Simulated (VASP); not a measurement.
The system is GeBr.

```
Ge Br
1.0
     3.56188    0.00000    0.00000
    -1.78094    3.08468    0.00000
     0.00000    0.00000    6.44307
Ge Br
1 1
Direct
  0.66667 0.33333 0.50000
  0.00000 0.00000 0.00000
```

* Program: VASP 6.6.1
* Task: relaxation of cell and atoms
* Functional: PBE
* Potentials or basis: VASP PAW PBE potentials, release 64 (Ge_d, Br)
* Cutoff: 600 eV
* k mesh: 6 × 6 × 4
* Occupations: gaussian, width 0.1 eV
* Spin: no spin polarisation

At the start: pressure -6.6 GPa; volume 35.40 Å³/atom.

Q: How do energy, volume and symmetry change on relaxing?

A: Over 15 steps the energy falls by 576.3 meV/atom and the volume is 24.33 Å³/atom (-31.3 %); space group P-6m2 (No. 187, to 0.05 Å).

The path:
```
step  energy change (eV)  largest force (eV/Å)  pressure (GPa)  volume (Å³)
   1              0.0000                0.0000           -6.60        70.79
   2             -0.5458                0.0000           -5.01        56.88
   3             -0.7292                0.0000           -1.03        48.86
   4             -0.7366                0.0000            0.90        46.66
   5             -0.7372                0.0000            0.34        47.23
   6             -0.8198                0.0000            0.80        46.53
   7             -1.0195                0.0000            2.90        44.75
   8             -0.5390                0.0000           17.45        39.88
   9             -1.0688                0.0000            5.05        43.62
  10             -1.1056                0.0000            4.06        44.64
  11             -1.1223                0.0000            3.20        45.82
  12             -1.1228                0.0000            3.00        46.13
  13             -1.1431                0.0000            1.61        47.21
  14             -1.1523                0.0000           -0.24        48.90
  15             -1.1526                0.0000            0.02        48.66
```

Final structure:
```
Ge Br
1.0
     3.52767    0.00000    0.00000
    -1.76383    3.05505    0.00000
     0.00000    0.00000    4.51501
Ge Br
1 1
Direct
  0.66667 0.33333 0.50000
  0.00000 0.00000 0.00000
```

Caveat: the volume moved by over 15 % at a fixed basis, so the end points are rough; an odd number of electrons without spin polarisation forces a metal; a magnetic or distorted state may lie lower.
